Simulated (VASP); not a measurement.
# Sn (Immm) in VASP: single point with r2SCAN

Aim: the single point of Sn with r2SCAN.

Program: VASP 6.6.1. These are calculated values, not measurements. Logs are shortened: lines on timing, memory, paths and dates and some standing lists are left out, and cuts for length are marked.

## (1) The cell of the first run

The structure is orthorhombic, space group Immm (No. 71). Conventional cell: a = 3.453 Å, b = 3.551 Å, c = 4.677 Å, α = 90.00°, β = 90.00°, γ = 90.00°. Sn (site symmetry mmm) has 12 Sn at 3.41 to 3.55 Å within 4.5 Å.

## (2) Single point, r2SCAN

Input file POSCAR:

```
Sn
1.0
   -1.7265390000      1.7755470000      2.3383420000
    1.7265390000     -1.7755470000      2.3383420000
    1.7265390000      1.7755470000     -2.3383420000
Sn
1
Direct
    0.0000000000      0.0000000000      0.0000000000
```

Input file INCAR.step1:

```
SYSTEM = Sn
PREC     = Accurate       ! precision mode
ENCUT    = 520            ! plane-wave cutoff, eV
ISMEAR   = 1              ! smearing method
SIGMA    = 0.1            ! smearing width, eV
LREAL    = .FALSE.        ! projectors in reciprocal space
LASPH    = .TRUE.         ! aspherical terms in the spheres
NELM     = 60             ! most SCF steps
NBANDS   = 13             ! bands
GGA      = PE             ! functional
ALGO     = Normal         ! electronic algorithm
EDIFF    = 1E-4           ! SCF threshold, eV
LWAVE    = .TRUE.         ! write WAVECAR
LCHARG   = .FALSE.        ! write CHGCAR
```

Input file INCAR.step2:

```
SYSTEM = Sn
PREC     = Accurate       ! precision mode
ENCUT    = 520            ! plane-wave cutoff, eV
EDIFF    = 1E-6           ! SCF threshold, eV
ISMEAR   = 1              ! smearing method
SIGMA    = 0.1            ! smearing width, eV
LREAL    = .FALSE.        ! projectors in reciprocal space
LASPH    = .TRUE.         ! aspherical terms in the spheres
NELM     = 60             ! most SCF steps
ALGO     = Normal         ! electronic algorithm
ISIF     = 2              ! what is computed and relaxed
LWAVE    = .FALSE.        ! write WAVECAR
LCHARG   = .FALSE.        ! write CHGCAR
METAGGA  = R2SCAN         ! meta-GGA
LMIXTAU  = .TRUE.       
NBANDS   = 13             ! bands
ISTART   = 1
```

Input file KPOINTS:

```
Automatic mesh
0
G
  10 10 10
  0 0 0
```

Potentials or basis: VASP PAW PBE potentials, release 64 (Sn_d).

Started as:

```console
> cat potpaw_PBE.64/Sn_d/POTCAR > POTCAR
> cp INCAR.step1 INCAR
> mpirun -np 1 vasp_std > vasp.out
> cp INCAR.step2 INCAR
> mpirun -np 1 vasp_std > vasp.out
```

OUTCAR:

```text
SYSTEM = Sn
   PREC = Accurate
   ENCUT = 520
   EDIFF = 1E-6
   ISMEAR = 1
   LREAL = .FALSE.
   LASPH = .TRUE.
   NELM = 60
   ISIF = 2
   METAGGA = R2SCAN
   ISTART = 1

 ion  position               nearest neighbor table
   1  0.000  0.000  0.000-

  LATTYP: Found a body centered orthorhombic cell.
 ALAT       =     3.4530780000
 B/A-ratio  =     1.0283851103
 C/A-ratio  =     1.3543522620

  Lattice vectors:

 A1 = (  -1.7265390000,   1.7755470000,   2.3383420000)
 A2 = (   1.7265390000,  -1.7755470000,   2.3383420000)
 A3 = (   1.7265390000,   1.7755470000,  -2.3383420000)

Analysis of symmetry for initial positions (statically):
=====================================================================
 Subroutine PRICEL returns:
 Original cell was already a primitive cell.

 Routine SETGRP: Setting up the symmetry group for a
 body centered orthorhombic supercell.

 Subroutine GETGRP returns: Found  8 space group operations
 (whereof  8 operations were pure point group operations)
 out of a pool of  8 trial point group operations.

The static configuration has the point symmetry D_2h.

Analysis of symmetry for dynamics (positions and initial velocities):
=====================================================================
 Subroutine PRICEL returns:
 Original cell was already a primitive cell.

 Routine SETGRP: Setting up the symmetry group for a
 body centered orthorhombic supercell.

 Subroutine GETGRP returns: Found  8 space group operations
 (whereof  8 operations were pure point group operations)
 out of a pool of  8 trial point group operations.

The dynamic configuration has the point symmetry D_2h.

 Subroutine INISYM returns: Found  8 space group operations
 (whereof  8 operations are pure point group operations),
 and found     1 'primitive' translations

----------------------------------------------------------------------------------------

                                     Primitive cell

  volume of cell :      28.6732

  direct lattice vectors                    reciprocal lattice vectors
    -1.726539000  1.775547000  2.338342000     0.000000000  0.281603359  0.213826720
     1.726539000 -1.775547000  2.338342000     0.289596702  0.000000000  0.213826720
     1.726539000  1.775547000 -2.338342000     0.289596702  0.281603359  0.000000000

  length of vectors
     3.406075069  3.406075069  3.406075069     0.353584952  0.359983494  0.403938983

  position of ions in fractional coordinates (direct lattice)
     0.000000000  0.000000000  0.000000000

  ion indices of the primitive-cell ions
   primitive index   ion index
                 1           1

----------------------------------------------------------------------------------------

 KPOINTS: Automatic mesh

Automatic generation of k-mesh.
 Grid dimensions read from file:
 generate k-points for:   10   10   10

 Generating k-lattice:

  Cartesian coordinates                     Fractional coordinates (reciprocal lattice)
     0.000000000  0.028160336  0.021382672     0.100000000  0.000000000 -0.000000000
     0.028959670  0.000000000  0.021382672     0.000000000  0.100000000  0.000000000
     0.028959670  0.028160336  0.000000000    -0.000000000  0.000000000  0.100000000

  Length of vectors
     0.035358495  0.035998349  0.040393898

  Shift w.r.t. Gamma in fractional coordinates (k-lattice)
     0.000000000  0.000000000  0.000000000

 Subroutine IBZKPT returns following result:
 ===========================================

 Found    171 irreducible k-points:

 Following reciprocal coordinates:
            Coordinates               Weight
  0.000000  0.000000  0.000000      1.000000
  0.100000  0.000000 -0.000000      4.000000
  0.200000  0.000000 -0.000000      4.000000
  0.300000  0.000000  0.000000      4.000000
  0.400000  0.000000  0.000000      4.000000
  0.500000  0.000000  0.000000      2.000000
[... 16 lines left out ...]
 -0.400000  0.200000  0.000000      8.000000
 -0.300000  0.200000 -0.000000      8.000000
 [... further k-points ...]
   k-points           NKPTS =    171   k-points in BZ     NKDIM =    171   number of bands    NBANDS=     13
   number of dos      NEDOS =    301   number of ions     NIONS =      1
   total plane-waves  NPLWV =  21952
   dimension x,y,z NGX =    28 NGY =   28 NGZ =   28
   dimension x,y,z NGXF=    56 NGYF=   56 NGZF=   56
   ions per type =               1
   NGX,Y,Z   is equivalent  to a cutoff of  13.67, 13.67, 13.67 a.u.
   NGXF,Y,Z  is equivalent  to a cutoff of  27.33, 27.33, 27.33 a.u.
 SYSTEM =  Sn
   PREC   = accura    normal or accurate (medium, high low for compatibility)
   ISTART =      1    job   : 0-new  1-cont  2-samecut
   ICHARG =      0    charge: 1-file 2-atom 10-const
   ISPIN  =      1    spin polarized calculation?
   LNONCOLLINEAR =      F non collinear calculations
   LSORBIT =      F    spin-orbit coupling
   LASPH  =      T    aspherical Exc in radial PAW
   ENCUT  =  520.0 eV  38.22 Ry    6.18 a.u.   6.33  6.33  6.33*2*pi/ulx,y,z
   NELM   =     60;   NELMIN=  2; NELMDL=  0     # of ELM steps
   EDIFF  = 0.1E-05   stopping-criterion for ELM
   LREAL  =      F    real-space projection
   EDIFFG = 0.1E-04   stopping-criterion for IOM
   NSW    =      0    number of steps for IOM
   IBRION =     -1    ionic relax: 0-MD 1-quasi-New 2-CG
   NFREE  =      0    steps in history (QN), initial steepest desc. (CG)
   ISIF   =      2    stress and relaxation
   ISYM   =      2    0-nonsym 1-usesym 2-fastsym
   POTIM  = 0.5000    time-step for ionic-motion
   TEBEG  =    0.0;   TEEND  =   0.0 temperature during run
   PSTRESS=    0.0 pullay stress
   NELECT =      14.0000    total number of electrons
   NUPDOWN=      -1.0000    fix difference up-down
   EMIN   =  10.00;   EMAX   =-10.00  energy-range for DOS
   EFERMI =   0.00;   METHOD = LEGACY
   ISMEAR =     1;   SIGMA  =   0.10  broadening in eV -4-tet -1-fermi 0-gaus
   EFERMI_NEDOS =   21; number of points for ismear=-14 and -15
   IALGO  =     38    algorithm
   IMIX   =      4    mixing-type and parameters
     AMIX     =   0.40;   BMIX     =  1.00
     AMIX_MAG =   1.60;   BMIX_MAG =  1.00
  volume/ion in A,a.u.               =      28.67       193.50
  Fermi-wavevector in a.u.,A,eV,Ry     =   1.289116  2.436076 22.610433  1.661820
  Thomas-Fermi vector in A             =   2.421028
   LORBIT       =      0    0 simple, 1 ext, 2 COOP (PROOUT), +10 PAW based schemes
   METAGGA = R2SCAN    functional components
   LHFCALC =     F    Hartree Fock is set to
   AEXX    =    0.0000 exact exchange contribution
   IVDW    =     0    specifies the selected vdW correction
   LEPSILON=     F    determine dielectric tensor
   LRPA    =     F    only Hartree local field effects (RPA)
 non-spin polarized calculation
 Methfessel and Paxton  Order N= 1 SIGMA  =   0.10
  energy-cutoff  :      520.00
  volume of cell :       28.67
 maximum number of plane-waves:       789
 NGX is ok and might be reduce to    28
   NGX = 13   NGY = 13   NGZ = 13

 number of electron      13.9999998 magnetization

 Free energy of the ion-electron system (eV)
  ---------------------------------------------------
  ext. energy  EPLUGINS =         0.00000000
  ---------------------------------------------------
  free energy    TOTEN  =       -24.49560895 eV

  energy without entropy =      -24.49539599  energy(sigma->0) =      -24.49553796

 E-fermi :   7.4996     XC(G=0): -10.9912

 val. band max:        7.4914956839   @ k =  -0.3000  -0.3000   0.1000
 cond. band min:       7.5073876513   @ k =   0.5000   0.3000  -0.0000
 fundamental gap:      0.0158919674
 Fermi energy:         7.4996495685

 k-point     1 :       0.0000    0.0000    0.0000
  band No.  band energies     occupation
      1     -14.8146      2.00000
      2     -14.7966      2.00000
      3     -14.7759      2.00000
      4     -14.7452      2.00000
      5     -14.7064      2.00000
      6      -3.8759      2.00000
      7      14.9200      0.00000
      8      15.0670      0.00000
      9      15.5146      0.00000
     10      18.7488      0.00000
     11      19.0724      0.00000
     12      19.7071      0.00000
     13      19.7832      0.00000

 k-point     2 :       0.1000    0.0000   -0.0000
  band No.  band energies     occupation
      1     -14.8098      2.00000
      2     -14.7896      2.00000
      3     -14.7742      2.00000
      4     -14.7427      2.00000
      5     -14.7075      2.00000
      6      -3.6711      2.00000
      7      12.9956      0.00000
      8      14.8247      0.00000
      9      15.1134      0.00000
     10      17.9960      0.00000
     11      19.8508      0.00000
     12      20.2943      0.00000
     13      21.6018      0.00000

 k-point     3 :       0.2000    0.0000   -0.0000
  band No.  band energies     occupation
      1     -14.8010      2.00000
      2     -14.7833      2.00000
      3     -14.7707      2.00000
      4     -14.7241      2.00000
      5     -14.7060      2.00000
      6      -3.0571      2.00000
      7       9.8289      0.00000
      8      14.3385      0.00000
      9      14.4442      0.00000
     10      17.6665      0.00000
     11      20.0349      0.00000
     12      20.1985      0.00000
     13      21.3509      0.00000

 k-point     4 :       0.3000    0.0000    0.0000
  band No.  band energies     occupation
      1     -14.7967      2.00000
      2     -14.7883      2.00000
      3     -14.7714      2.00000
      4     -14.6934      2.00000
      5     -14.6880      2.00000
      6      -2.0431      2.00000
      7       6.8208      2.00000
      8      13.6311      0.00000
      9      14.0982      0.00000
     10      17.5600      0.00000
     11      19.0466      0.00000
     12      19.2264      0.00000
     13      20.7788      0.00000

 k-point     5 :       0.4000    0.0000    0.0000
  band No.  band energies     occupation
      1     -14.7968      2.00000
      2     -14.7951      2.00000
      3     -14.7757      2.00000
      4     -14.6765      2.00000
      5     -14.6557      2.00000
      6      -0.6960      2.00000
      7       4.2409      2.00000
      8      13.1609      0.00000
      9      13.8802      0.00000
     10      17.6480      0.00000
     11      18.4028      0.00000
     12      18.5501      0.00000
     13      19.6844      0.00000
[... 257 lines left out ...]
 k-point    22 :       0.5000    0.2000    0.0000
  band No.  band energies     occupation
      1     -14.8148      2.00000
      2     -14.7655      2.00000
      3     -14.7359      2.00000
      4     -14.6984      2.00000
      5     -14.6552      2.00000
      6       0.3825      2.00000
      7       4.3808      2.00000
      8       9.2849     -0.00000
      9      11.7485      0.00000
     10      15.2533      0.00000
     11      21.0320      0.00000
     12      21.9959      0.00000
     13      23.2297      0.00000

 k-point    23 :      -0.4000    0.2000    0.0000
  band No.  band energies     occupation
      1     -14.8243      2.00000
      2     -14.7762      2.00000
      3     -14.7294      2.00000
      4     -14.7035      2.00000
      5     -14.6623      2.00000
      6      -0.9762      2.00000
      7       6.6612      2.00000
      8      10.2324      0.00000
      9      11.5792      0.00000
     10      15.1350      0.00000
     11      19.0421      0.00000
     12      22.2916      0.00000
     13      23.9631      0.00000

 k-point    24 :      -0.3000    0.2000   -0.0000
  band No.  band energies     occupation
      1     -14.8341      2.00000
      2     -14.7744      2.00000
      3     -14.7264      2.00000
      4     -14.7160      2.00000
      5     -14.6824      2.00000
      6      -2.0820      2.00000
      7       9.3484     -0.00000
      8      11.4223      0.00000
      9      11.8061      0.00000
     10      15.4098      0.00000
     11      16.8910      0.00000
     12      23.3271      0.00000
     13      24.4196      0.00000

 [... further k-points ...]

------------------------ aborting loop because EDIFF is reached ----------------------------------------

  FORCE on cell =-STRESS in cart. coord.  units (eV):
  Direction    XX          YY          ZZ          XY          YZ          ZX
  --------------------------------------------------------------------------------------
  -------------------------------------------------------------------------------------
  Total       -0.2148197     -0.5315473     -0.4765330      0.0000000      0.0000000      0.0000000
  in kB      -12.0035084    -29.7013316    -26.6272924      0.0000000      0.0000000      0.0000000
  external PRESSURE =     -22.7773775 kB  Pullay stress =       0.0000000 kB

 VOLUME and BASIS-vectors are now :
 -----------------------------------------------------------------------------
  energy-cutoff  :      520.00
  volume of cell :       28.67
      direct lattice vectors                 reciprocal lattice vectors
    -1.726539000  1.775547000  2.338342000     0.000000000  0.281603359  0.213826720
     1.726539000 -1.775547000  2.338342000     0.289596702  0.000000000  0.213826720
     1.726539000  1.775547000 -2.338342000     0.289596702  0.281603359  0.000000000

 POSITION                                       TOTAL-FORCE (eV/Angst)
 -----------------------------------------------------------------------------------
      0.00000      0.00000      0.00000         0.000000      0.000000      0.000000
 -----------------------------------------------------------------------------------
    total drift:                                0.000000     -0.000000     -0.000000

  FREE ENERGIE OF THE ION-ELECTRON SYSTEM (eV)
  ---------------------------------------------------
  free  energy   TOTEN  =       -24.4956089516 eV

  energy  without entropy=      -24.4953959902  energy(sigma->0) =      -24.49553796
```

It took 7.5 min on 1 thread of Intel Xeon 6975P-C, shared host; peak memory 0.21 GiB.

What came out:

```
Free energy            : -24.4956 eV
Pressure               : -2.3 GPa
Band gap on the k mesh : zero (band 7 reaches 14.92 eV, above the bottom of band 8 at 5.47 eV)
```

Levels at points of the mesh, in eV from the Fermi level:
| k point | band 4 | band 5 | band 6 | band 7 | band 8 | band 9 | band 10 | band 11 |
| --- | --- | --- | --- | --- | --- | --- | --- | --- |
| (0.00, 0.00, 0.00) | -22.24 | -22.21 | -11.38 | 7.42 | 7.57 | 8.01 | 11.25 | 11.57 |
| (0.50, 0.00, 0.00) | -22.17 | -22.14 | -7.17 | -4.70 | 5.50 | 6.31 | 10.24 | 10.69 |
| (0.00, 0.50, 0.00) | -22.15 | -22.15 | -6.90 | -4.64 | 5.04 | 5.99 | 9.74 | 10.09 |
| (0.50, 0.50, 0.00) | -22.15 | -22.12 | -5.37 | -3.90 | 2.10 | 2.54 | 6.07 | 6.10 |
| (0.50, 0.50, 0.50) | -22.13 | -22.13 | -4.54 | -3.40 | 1.20 | 1.89 | 5.04 | 5.71 |

Caveat: the PAW data sets were made with another functional, which shifts forces and pressure a little; spin-orbit coupling is left out, which moves the levels of the heavy elements.
